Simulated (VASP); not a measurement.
# NaLaMnMoO6 (F-43m) in VASP: further runs, part 2 of 2

VASP 6.6.1. Earlier steps stand in the parts before.

## 4. Single point, LDA, collinear spin, ferromagnetic start

This run uses another cell than the first one, of 10.78 Å³/atom.

Contents of INCAR:

```
PREC = Accurate
ENCUT = 520
EDIFF = 1E-6
ISMEAR = -1
SIGMA = 0.05
LREAL = False
LASPH = True
NELM = 150
ALGO = Normal
ISIF = 2
LWAVE = False
LCHARG = True
ISPIN = 2
MAGMOM = 0 0 4 1 0 0 0 0 0 0
LORBIT = 11
LMAXMIX = 6
LELF = True
LVHAR = True
NBANDS = 56
```

Contents of KPOINTS:

```
regular mesh
0
Gamma
  5 5 5
```

Contents of POSCAR:

```
NaLaMnMoO6
1.0
    0.0000000000      3.7775995712      3.7775995712
    3.7775995712      0.0000000000      3.7775995712
    3.7775995712      3.7775995712      0.0000000000
Na La Mn Mo O
1 1 1 1 6
Direct
    0.2500000000      0.2500000000      0.2500000000
    0.7500000000      0.7500000000      0.7500000000
    0.5000000000      0.5000000000      0.5000000000
    0.0000000000      0.0000000000      0.0000000000
    0.7459261970      0.2540738030      0.2540738030
    0.2540738030      0.2540738030      0.7459261970
    0.2540738030      0.7459261970      0.2540738030
    0.7459261970      0.2540738030      0.7459261970
    0.7459261970      0.7459261970      0.2540738030
    0.2540738030      0.7459261970      0.7459261970
```

Potentials or basis: VASP PAW LDA potentials, release 64 (Na_pv, La, Mn_pv, Mo_sv, O).

The run is started by

```bash
$ cat potpaw_LDA.64/Na_pv/POTCAR potpaw_LDA.64/La/POTCAR potpaw_LDA.64/Mn_pv/POTCAR potpaw_LDA.64/Mo_sv/POTCAR potpaw_LDA.64/O/POTCAR > POTCAR
$ mpirun -np 1 vasp_std > vasp.out
```

OUTCAR:

```text
PREC = Accurate
   ENCUT = 520
   EDIFF = 1E-6
   ISMEAR = -1
   LREAL = False
   LASPH = True
   NELM = 150
   ISIF = 2
   ISPIN = 2
   LORBIT = 11

 ion  position               nearest neighbor table
   1  0.250  0.250  0.250-
   2  0.750  0.750  0.750-   6 2.67   7 2.67  10 2.67   5 2.67   6 2.67   8 2.67   5 2.67   7 2.67
                             9 2.67   8 2.67   9 2.67  10 2.67   4 3.27   3 3.27   3 3.27   3 3.27
   3  0.500  0.500  0.500-   5 1.86   6 1.86   7 1.86   8 1.86   9 1.86  10 1.86   2 3.27   2 3.27
                             2 3.27   2 3.27
   4  0.000  0.000  0.000-   5 1.92   6 1.92   7 1.92   8 1.92   9 1.92  10 1.92   2 3.27   2 3.27
                             2 3.27   2 3.27
   5  0.746  0.254  0.254-   3 1.86   4 1.92   2 2.67   2 2.67
   6  0.254  0.254  0.746-   3 1.86   4 1.92   2 2.67   2 2.67
   7  0.254  0.746  0.254-   3 1.86   4 1.92   2 2.67   2 2.67
   8  0.746  0.254  0.746-   3 1.86   4 1.92   2 2.67   2 2.67
   9  0.746  0.746  0.254-   3 1.86   4 1.92   2 2.67   2 2.67
  10  0.254  0.746  0.746-   3 1.86   4 1.92   2 2.67   2 2.67

  LATTYP: Found a face centered cubic cell.
 ALAT       =     7.5551991424

  Lattice vectors:

 A1 = (   0.0000000000,   3.7775995712,   3.7775995712)
 A2 = (   3.7775995712,   0.0000000000,   3.7775995712)
 A3 = (   3.7775995712,   3.7775995712,   0.0000000000)

Analysis of symmetry for initial positions (statically):
=====================================================================
 Subroutine PRICEL returns:
 Original cell was already a primitive cell.

 Routine SETGRP: Setting up the symmetry group for a
 face centered cubic supercell.

 Subroutine GETGRP returns: Found 24 space group operations
[... 749 lines left out ...]
      5     -28.7060      1.00000
      6     -28.7060      1.00000
[... 539 lines left out ...]
     51      10.5988      0.00000
     52      10.6417      0.00000
 [bands above 52 left out]

------------------------ aborting loop because EDIFF is reached ----------------------------------------

  FORCE on cell =-STRESS in cart. coord.  units (eV):
  Direction    XX          YY          ZZ          XY          YZ          ZX
  --------------------------------------------------------------------------------------
  -------------------------------------------------------------------------------------
  Total        0.4662595      0.4662595      0.4662595      0.0000000      0.0000000     -0.0000000
  in kB        6.9288405      6.9288405      6.9288405      0.0000000      0.0000000     -0.0000000
  external PRESSURE =       6.9288405 kB  Pullay stress =       0.0000000 kB

 VOLUME and BASIS-vectors are now :
 -----------------------------------------------------------------------------
  energy-cutoff  :      520.00
  volume of cell :      107.81
      direct lattice vectors                 reciprocal lattice vectors
     0.000000000  3.777599571  3.777599571    -0.132359185  0.132359185  0.132359185
     3.777599571  0.000000000  3.777599571     0.132359185 -0.132359185  0.132359185
     3.777599571  3.777599571  0.000000000     0.132359185  0.132359185 -0.132359185

 POSITION                                       TOTAL-FORCE (eV/Angst)
 -----------------------------------------------------------------------------------
      1.88880      1.88880      1.88880         0.000000     -0.000000      0.000000
      5.66640      5.66640      5.66640         0.000000     -0.000000      0.000000
      3.77760      3.77760      3.77760         0.000000     -0.000000      0.000000
      0.00000      0.00000      0.00000         0.000000     -0.000000      0.000000
      1.91958      3.77760      3.77760        -0.039340     -0.000000      0.000000
      3.77760      3.77760      1.91958         0.000000     -0.000000     -0.039340
      3.77760      1.91958      3.77760         0.000000     -0.039340      0.000000
      3.77760      5.63562      3.77760         0.000000      0.039340      0.000000
      3.77760      3.77760      5.63562         0.000000     -0.000000      0.039340
      5.63562      3.77760      3.77760         0.039340     -0.000000      0.000000
 -----------------------------------------------------------------------------------
    total drift:                                0.000000      0.000000      0.000000

  FREE ENERGIE OF THE ION-ELECTRON SYSTEM (eV)
  ---------------------------------------------------
  free  energy   TOTEN  =       -87.2862432874 eV

  energy  without entropy=      -87.2581169310  energy(sigma->0) =      -87.27218011

 total charge

# of ion       s       p       d       f       tot
--------------------------------------------------
    1        0.040   5.979   0.000   0.000   6.019
    2        2.016   5.688   0.538   0.257   8.499
    3        0.357   6.493   5.186   0.000  12.036
    4        2.376   6.374   3.835   0.000  12.586
    5        1.553   3.488   0.000   0.000   5.042
    6        1.553   3.488   0.000   0.000   5.042
    7        1.553   3.488   0.000   0.000   5.042
    8        1.553   3.488   0.000   0.000   5.042
    9        1.553   3.488   0.000   0.000   5.042
   10        1.553   3.488   0.000   0.000   5.042
--------------------------------------------------
tot         14.108  45.466   9.559   0.257  69.389

 magnetization (x)

# of ion       s       p       d       f       tot
--------------------------------------------------
    1       -0.000  -0.000   0.000   0.000  -0.000
    2        0.000  -0.000   0.007   0.017   0.024
    3       -0.005  -0.009  -1.425   0.000  -1.440
    4        0.006   0.007   0.451   0.000   0.463
    5        0.001  -0.008   0.000   0.000  -0.008
    6        0.001  -0.008   0.000   0.000  -0.008
    7        0.001  -0.008   0.000   0.000  -0.008
    8        0.001  -0.008   0.000   0.000  -0.008
    9        0.001  -0.008   0.000   0.000  -0.008
   10        0.001  -0.008   0.000   0.000  -0.008
--------------------------------------------------
tot          0.004  -0.054  -0.967   0.017  -1.000
```

OSZICAR:

```text
N       E                     dE             d eps       ncg     rms          rms(c)
DAV:   1     0.102169354849E+04    0.10217E+04   -0.39222E+04  2824   0.218E+03
DAV:   2     0.828835255746E+02   -0.93881E+03   -0.83165E+03  2344   0.539E+02
DAV:   3    -0.913362895413E+02   -0.17422E+03   -0.16317E+03  2888   0.209E+02
[... 11 lines left out ...]
DAV:  15    -0.872862287019E+02   -0.29002E-03   -0.14871E-03  3504   0.223E-01    0.192E-01
DAV:  16    -0.872862433016E+02   -0.14600E-04   -0.33571E-04  3408   0.108E-01    0.651E-02
DAV:  17    -0.872862442506E+02   -0.94897E-06   -0.45071E-05  3320   0.349E-02    0.384E-02
DAV:  18    -0.872862436372E+02    0.61340E-06   -0.13794E-05  2960   0.213E-02    0.206E-02
DAV:  19    -0.872862432874E+02    0.34976E-06   -0.11996E-06  1736   0.833E-03
   1 F= -.87286243E+02 E0= -.87272180E+02  d E =-.281264E-01  mag=    -1.0008
```

It took 2.8 min on 1 thread of Intel Xeon Platinum 8488C (Sapphire Rapids), shared host; peak memory 0.3 GiB.

Results:

| Quantity | Value |
| --- | --- |
| Free energy | -87.2862 eV |
| Pressure | 0.7 GPa |
| Largest force | 0.039 eV/Å |
| Band gap on the k mesh | zero (filled and empty bands overlap) |
| Net moment | -1.00 μB per cell |
| Site moments | Na -0.00; La +0.02; Mn -1.44; Mo +0.46; O -0.01 μB |
| Valence electrons inside the program's atomic spheres | Na 6.02; La 8.50; Mn 12.04; Mo 12.59; O 5.04 |

Forces in eV/Å, atoms in the order of the input:
```
Na   0.000  0.000  0.000
La   0.000  0.000  0.000
Mn   0.000  0.000  0.000
Mo   0.000  0.000  0.000
O   -0.039  0.000  0.000
O    0.000  0.000 -0.039
O    0.000 -0.039  0.000
O    0.000  0.039  0.000
O    0.000  0.000  0.039
O    0.039  0.000  0.000
```

Caveat: spin-orbit coupling is left out, which moves the levels of the heavy elements; a cell with one magnetic atom can't hold antiferromagnetic order, which such compounds often take; semilocal functionals often make such compounds metallic where correlation or magnetic order opens a gap, which also shifts bond lengths.

## 5. Summary

```tsv
level	potentials or basis	cell	k mesh	gap on the mesh (eV)	pressure (GPa)	moment (μB)	largest force (eV/Å)
revPBE	VASP PAW PBE potentials, release 64 (Na_pv, La, Mn_pv, Mo_sv, O)	a = 5.499 Å, angles 60.0°, 10 atoms, atomic positions A	5 × 5 × 5	none	0.2	1.23	0.05
revPBE	VASP PAW PBE potentials, release 64 (Na_pv, La, Mn_pv, Mo_sv, O)	a = 5.463 Å, angles 60.0°, 10 atoms, atomic positions B	6 × 6 × 6	none	3.7	1.17	0.05
LDA	VASP PAW LDA potentials, release 64 (Na_pv, La, Mn_pv, Mo_sv, O)	a = 5.342 Å, angles 60.0°, 10 atoms, atomic positions C	5 × 5 × 5	none	0.7	1.00	0.04
```

Alike in all rows: task single point; spin collinear, ferromagnetic start; cutoff (eV) 520; smearing fermi-dirac 0.05 eV.

Caveats: spin-orbit coupling is left out, which moves the levels of the heavy elements; a cell with one magnetic atom can't hold antiferromagnetic order, which such compounds often take; semilocal functionals often make such compounds metallic where correlation or magnetic order opens a gap, which also shifts bond lengths; the PAW data sets were made with another functional, which shifts forces and pressure a little (at least some runs); the cell stands under pressure (at least some runs).

Absolute energies hang on the potentials; compare differences alone.
